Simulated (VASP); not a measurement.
# CuI (Marshite) (P4/nmm) in VASP: a series of runs

Runs on CuI (Marshite). Level: r2SCAN. Tasks: single point.

Program: VASP 6.6.1. These are calculated values, not measurements. Logs are shortened: lines on timing, memory, paths and dates and some standing lists are left out, and cuts for length are marked.

## 1. The cell of the first run

The structure is tetragonal, space group P4/nmm (No. 129). The conventional cell has a = 4.023 Å, b = 4.023 Å, c = 5.651 Å, α = 90.00°, β = 90.00°, γ = 90.00°. Cu (site symmetry -4m2) has 4 I at 2.60 Å and 4 Cu at 2.84 Å within 3.4 Å. Within 3.4 Å of I (site symmetry 4mm) lie 4 Cu at 2.60 Å.

## 2. Single point, r2SCAN

Input file POSCAR:

```
CuI
1.0
    4.0229000000      0.0000000000      0.0000000000
    0.0000000000      4.0229000000      0.0000000000
    0.0000000000      0.0000000000      5.6506000000
Cu I
2 2
Direct
    0.0000000000      0.0000000000      0.0000000000
    0.5000000000      0.5000000000      0.0000000000
    0.0000000000      0.5000000000      0.2913000000
    0.5000000000      0.0000000000      0.7087000000
```

Input file INCAR.step1:

```
SYSTEM = CuI
PREC = Accurate ; ENCUT = 520
ISMEAR = 0 ; SIGMA = 0.01
LREAL = .False. ; LASPH = .True.
NELM = 80 ; NBANDS = 26
GGA = PE ; ALGO = Normal
EDIFF = 1E-4 ; LWAVE = .True.
LCHARG = .False.
```

Input file INCAR.step2:

```
SYSTEM = CuI
PREC = Accurate ; ENCUT = 520
EDIFF = 1E-6 ; ISMEAR = 0
SIGMA = 0.01 ; LREAL = .False.
LASPH = .True. ; NELM = 80
ALGO = Normal ; ISIF = 2
LWAVE = .False. ; LCHARG = .False.
METAGGA = R2SCAN ; LMIXTAU = .True.
NBANDS = 26 ; ISTART = 1
```

Input file KPOINTS:

```
Automatic mesh
0
Gamma
  6 6 4
  0 0 0
```

Potentials or basis: VASP PAW PBE potentials, release 64 (Cu, I).

Launch:

```
cat potpaw_PBE.64/Cu/POTCAR potpaw_PBE.64/I/POTCAR > POTCAR
cp INCAR.step1 INCAR
mpirun -np 1 vasp_std > vasp.out
cp INCAR.step2 INCAR
mpirun -np 1 vasp_std > vasp.out
```

OUTCAR:

```text
SYSTEM = CuI
   PREC = Accurate
   ENCUT = 520
   EDIFF = 1E-6
   ISMEAR = 0
   LREAL = .False.
   LASPH = .True.
   NELM = 80
   ISIF = 2
   METAGGA = R2SCAN
   ISTART = 1

 ion  position               nearest neighbor table
   1  0.000  0.000  0.000-   3 2.60   4 2.60   3 2.60   4 2.60
   2  0.500  0.500  0.000-   3 2.60   4 2.60   4 2.60   3 2.60
   3  0.000  0.500  0.291-   1 2.60   2 2.60   1 2.60   2 2.60
   4  0.500  0.000  0.709-   1 2.60   2 2.60   2 2.60   1 2.60

  LATTYP: Found a simple tetragonal cell.
 ALAT       =     4.0229000000
 C/A-ratio  =     1.4046086157

  Lattice vectors:

 A1 = (   4.0229000000,   0.0000000000,   0.0000000000)
 A2 = (   0.0000000000,   4.0229000000,   0.0000000000)
 A3 = (   0.0000000000,   0.0000000000,   5.6506000000)

Analysis of symmetry for initial positions (statically):
=====================================================================
 Subroutine PRICEL returns:
 Original cell was already a primitive cell.

 Routine SETGRP: Setting up the symmetry group for a
 simple tetragonal supercell.

 Subroutine GETGRP returns: Found 16 space group operations
 (whereof  8 operations were pure point group operations)
 out of a pool of 16 trial point group operations.

The static configuration has the point symmetry D_2d.
 The point group associated with its full space group is D_4h.

Analysis of symmetry for dynamics (positions and initial velocities):
=====================================================================
 Subroutine PRICEL returns:
 Original cell was already a primitive cell.

 Routine SETGRP: Setting up the symmetry group for a
 simple tetragonal supercell.

 Subroutine GETGRP returns: Found 16 space group operations
 (whereof  8 operations were pure point group operations)
 out of a pool of 16 trial point group operations.

The dynamic configuration has the point symmetry D_2d.
 The point group associated with its full space group is D_4h.

 Subroutine INISYM returns: Found 16 space group operations
 (whereof  8 operations are pure point group operations),
 and found     1 'primitive' translations

----------------------------------------------------------------------------------------

                                     Primitive cell

  volume of cell :      91.4478

  direct lattice vectors                    reciprocal lattice vectors
     4.022900000  0.000000000  0.000000000     0.248576897  0.000000000  0.000000000
[... 85 lines left out ...]
   LNONCOLLINEAR =      F non collinear calculations
   LSORBIT =      F    spin-orbit coupling
   LASPH  =      T    aspherical Exc in radial PAW
   ENCUT  =  520.0 eV  38.22 Ry    6.18 a.u.   7.48  7.48 10.51*2*pi/ulx,y,z
   NELM   =     80;   NELMIN=  2; NELMDL=  0     # of ELM steps
   EDIFF  = 0.1E-05   stopping-criterion for ELM
   LREAL  =      F    real-space projection
   EDIFFG = 0.1E-04   stopping-criterion for IOM
   NSW    =      0    number of steps for IOM
   IBRION =     -1    ionic relax: 0-MD 1-quasi-New 2-CG
   NFREE  =      0    steps in history (QN), initial steepest desc. (CG)
   ISIF   =      2    stress and relaxation
   ISYM   =      2    0-nonsym 1-usesym 2-fastsym
   POTIM  = 0.5000    time-step for ionic-motion
   TEBEG  =    0.0;   TEEND  =   0.0 temperature during run
   PSTRESS=    0.0 pullay stress
   NELECT =      36.0000    total number of electrons
   NUPDOWN=      -1.0000    fix difference up-down
   EMIN   =  10.00;   EMAX   =-10.00  energy-range for DOS
   EFERMI =   0.00;   METHOD = LEGACY
   ISMEAR =     0;   SIGMA  =   0.01  broadening in eV -4-tet -1-fermi 0-gaus
   EFERMI_NEDOS =   21; number of points for ismear=-14 and -15
   IALGO  =     38    algorithm
   IMIX   =      4    mixing-type and parameters
     AMIX     =   0.40;   BMIX     =  1.00
     AMIX_MAG =   1.60;   BMIX_MAG =  1.00
  volume/ion in A,a.u.               =      22.86       154.28
  Fermi-wavevector in a.u.,A,eV,Ry     =   1.199825  2.267341 19.586682  1.439581
  Thomas-Fermi vector in A             =   2.335678
   LORBIT       =      0    0 simple, 1 ext, 2 COOP (PROOUT), +10 PAW based schemes
   METAGGA = R2SCAN    functional components
   LHFCALC =     F    Hartree Fock is set to
   AEXX    =    0.0000 exact exchange contribution
   IVDW    =     0    specifies the selected vdW correction
   LEPSILON=     F    determine dielectric tensor
   LRPA    =     F    only Hartree local field effects (RPA)
 non-spin polarized calculation
 Gauss-broadening in eV      SIGMA  =   0.01
  energy-cutoff  :      520.00
  volume of cell :       91.45
 maximum number of plane-waves:      2486
 NGX is ok and might be reduce to    30
   NGX = 15   NGY = 15   NGZ = 21

 number of electron      36.0000013 magnetization

 Free energy of the ion-electron system (eV)
  ---------------------------------------------------
  ext. energy  EPLUGINS =         0.00000000
  ---------------------------------------------------
  free energy    TOTEN  =       -71.27244878 eV

  energy without entropy =      -71.27244878  energy(sigma->0) =      -71.27244878

 E-fermi :   6.4959     XC(G=0): -10.5239

 val. band max:        6.4167242187   @ k =   0.0000   0.0000   0.0000
 cond. band min:       8.5128569811   @ k =   0.0000   0.0000   0.0000
 fundamental gap:      2.0961327624
 Fermi energy:         6.4959029541

 k-point     1 :       0.0000    0.0000    0.0000
  band No.  band energies     occupation
      1      -8.8746      2.00000
      2      -7.4858      2.00000
      3      -0.3576      2.00000
      4       2.2136      2.00000
      5       2.2136      2.00000
      6       2.2657      2.00000
[... 685 lines left out ...]
     25      14.6520      0.00000
     26      14.6520      0.00000

 [... further k-points ...]
[... 5 lines left out ...]
  --------------------------------------------------------------------------------------
  -------------------------------------------------------------------------------------
  Total        3.0111622      3.0111622      3.6838903      0.0000000      0.0000000      0.0000000
  in kB       52.7559800     52.7559800     64.5422701      0.0000000      0.0000000      0.0000000
  external PRESSURE =      56.6847434 kB  Pullay stress =       0.0000000 kB

 VOLUME and BASIS-vectors are now :
 -----------------------------------------------------------------------------
  energy-cutoff  :      520.00
  volume of cell :       91.45
      direct lattice vectors                 reciprocal lattice vectors
     4.022900000  0.000000000  0.000000000     0.248576897  0.000000000  0.000000000
     0.000000000  4.022900000  0.000000000     0.000000000  0.248576897  0.000000000
     0.000000000  0.000000000  5.650600000     0.000000000  0.000000000  0.176972357

 POSITION                                       TOTAL-FORCE (eV/Angst)
 -----------------------------------------------------------------------------------
      0.00000      0.00000      0.00000         0.000000      0.000000      0.000000
      2.01145      2.01145      0.00000         0.000000     -0.000000      0.000000
      0.00000      2.01145      1.64602         0.000000     -0.000000     -0.051552
      2.01145      0.00000      4.00458        -0.000000      0.000000      0.051552
 -----------------------------------------------------------------------------------
    total drift:                                0.000000      0.000000      0.000000

  FREE ENERGIE OF THE ION-ELECTRON SYSTEM (eV)
  ---------------------------------------------------
  free  energy   TOTEN  =       -71.2724487787 eV

  energy  without entropy=      -71.2724487787  energy(sigma->0) =      -71.27244878
```

OSZICAR.step1:

```text
N       E                     dE             d eps       ncg     rms          rms(c)
DAV:   1     0.278907240942E+03    0.27891E+03   -0.15332E+04  1560   0.160E+03
DAV:   2     0.164364494498E+02   -0.26247E+03   -0.25051E+03  1564   0.326E+02
DAV:   3    -0.101649978465E+02   -0.26601E+02   -0.25978E+02  2084   0.124E+02
DAV:   4    -0.113783596351E+02   -0.12134E+01   -0.12097E+01  2106   0.240E+01
DAV:   5    -0.114298077151E+02   -0.51448E-01   -0.51437E-01  2396   0.468E+00    0.109E+01
DAV:   6    -0.111998995319E+02    0.22991E+00   -0.93399E+00  1900   0.710E+01    0.713E+00
DAV:   7    -0.107342980602E+02    0.46560E+00   -0.24988E+00  1932   0.463E+01    0.372E+00
DAV:   8    -0.107441667007E+02   -0.98686E-02   -0.17485E-01  2460   0.483E+00    0.905E-01
DAV:   9    -0.107303977969E+02    0.13769E-01   -0.60149E-02  2164   0.620E+00    0.411E-01
DAV:  10    -0.107311023437E+02   -0.70455E-03   -0.43820E-03  2412   0.998E-01    0.239E-01
DAV:  11    -0.107307977811E+02    0.30456E-03   -0.15819E-03  1950   0.103E+00    0.799E-02
DAV:  12    -0.107308126357E+02   -0.14855E-04   -0.20850E-04  1304   0.111E-01
   1 F= -.10730813E+02 E0= -.10730813E+02  d E =-.491165E-48
```

Run time: 8.3 min. Hardware: 1 thread of AMD EPYC 7R13, shared host; peak memory 0.2 GiB.

What came out:

```yaml
Free_energy: -71.2724 eV
Pressure: 5.7 GPa
Largest_force: 0.052 eV/Å
Band_gap_on_the_k_mesh: 2.10 eV, direct
```

Forces on the atoms (eV/Å):
```
Cu   0.000  0.000  0.000
Cu   0.000  0.000  0.000
I    0.000  0.000 -0.052
I    0.000  0.000  0.052
```

Caveat: the PAW data sets were made with another functional, which shifts forces and pressure a little; spin-orbit coupling is left out, which moves the levels of the heavy elements. r2SCAN opens gaps a little over a GGA but as a rule still falls short of measured ones.

## 3. Single point, r2SCAN

POSCAR is that of step 2.

Input file INCAR.step1:

```
PREC = Accurate ; ENCUT = 520
ISMEAR = 0 ; SIGMA = 0.01
LREAL = False ; LASPH = True
NELM = 80 ; NBANDS = 26
GGA = PE ; ALGO = Normal
EDIFF = 1E-4 ; LWAVE = True
LCHARG = False
```

Input file INCAR.step2:

```
PREC = Accurate ; ENCUT = 520
EDIFF = 1E-6 ; ISMEAR = 0
SIGMA = 0.01 ; LREAL = False
LASPH = True ; NELM = 80
ALGO = Normal ; ISIF = 2
LWAVE = False ; LCHARG = False
METAGGA = R2SCAN ; LMIXTAU = True
NBANDS = 26 ; ISTART = 1
```

Input file KPOINTS:

```
Automatic mesh
0
Gamma
  6 6 4
```

Potentials or basis: VASP PAW PBE potentials, release 64 (Cu, I).

Launch:

```
cat potpaw_PBE.64/Cu/POTCAR potpaw_PBE.64/I/POTCAR > POTCAR
cp INCAR.step1 INCAR
mpirun -np 1 vasp_std > vasp.out
cp INCAR.step2 INCAR
mpirun -np 1 vasp_std > vasp.out
```

It took 9.2 min on 1 thread of AMD EPYC 7R13, shared host; peak memory 0.2 GiB.

The run converged. Its results:

```
Free energy            : -71.2724 eV
Pressure               : 5.7 GPa
Largest force          : 0.052 eV/Å
Band gap on the k mesh : 2.10 eV, direct
```

Forces in eV/Å, atoms in the order of the input:
```
Cu   0.000  0.000  0.000
Cu   0.000  0.000  0.000
I    0.000  0.000 -0.052
I    0.000  0.000  0.052
```

Stress tensor (GPa, compression positive):
```
5.28 0.00 0.00
0.00 5.28 0.00
0.00 0.00 6.45
```

Levels at points of the mesh, in eV from the valence-band top:
| k point | band 14 | band 15 | band 16 | band 17 | band 18 | band 19 | band 20 | band 21 | band 22 | band 23 |
| --- | --- | --- | --- | --- | --- | --- | --- | --- | --- | --- |
| (0.00, 0.00, 0.00) | -1.89 | -1.58 | -1.26 | 0.00 | 0.00 | 2.10 | 2.85 | 3.44 | 4.83 | 4.83 |
| (0.50, 0.00, 0.00) | -2.37 | -1.55 | -1.55 | -0.89 | -0.89 | 4.32 | 4.32 | 4.70 | 4.70 | 7.02 |
| (0.50, 0.50, 0.00) | -2.15 | -2.06 | -2.06 | -1.54 | -1.54 | 2.47 | 2.47 | 2.53 | 2.53 | 10.92 |
| (0.00, 0.00, 0.50) | -1.65 | -1.60 | -1.58 | -0.88 | -0.88 | 3.49 | 3.82 | 4.01 | 4.55 | 5.73 |
| (0.50, 0.00, 0.50) | -2.39 | -0.85 | -0.85 | -0.78 | -0.78 | 2.50 | 2.50 | 5.63 | 5.63 | 5.65 |
| (0.50, 0.50, 0.50) | -2.28 | -2.15 | -2.15 | -1.34 | -1.34 | 4.90 | 4.90 | 5.19 | 5.19 | 6.71 |

Caveat: the PAW data sets were made with another functional, which shifts forces and pressure a little; spin-orbit coupling is left out, which moves the levels of the heavy elements.
